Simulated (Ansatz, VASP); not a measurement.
**One calculation of Pt, two programs**

```
Pt
1.0
     5.09727    0.00000    0.00000
     0.00000    5.09727    0.00000
     0.00000    0.00000    5.09727
Pt
8
Direct
  0.00000 0.00000 0.00000
  0.50000 0.50000 0.50000
  0.25000 0.00000 0.50000
  0.75000 0.00000 0.50000
  0.50000 0.25000 0.00000
  0.50000 0.75000 0.00000
  0.00000 0.50000 0.25000
  0.00000 0.50000 0.75000
```

Alike in both runs: functional RPBE; k mesh 5 × 5 × 5; occupations fermi-dirac, width 0.1 eV; no spin polarisation.

Ansatz relaxed the structure, and its values are those at the end. VASP's run is a single point on that final structure, the one shown.

|  | VASP | Ansatz |
| --- | --- | --- |
| version | VASP 6.6.1 | Ansatz 0.2.0 |
| potentials or method | VASP PAW PBE potentials, release 64 (Pt), cutoff 520 eV | plane waves (420 eV) with PAW, scalar-relativistic |
| valence electrons in the cell | 80 | 144 |

Ansatz gave:

```
pressure (GPa) : 0.0
```

What did VASP give for the same quantities?

Pressure (GPa): -0.5.

VASP's potentials were made for PBE, not for RPBE. VASP's potentials hold 80 valence electrons a cell and Ansatz's 144, so a difference there can come from the potentials and not from the codes.

Spin-orbit coupling is off throughout.
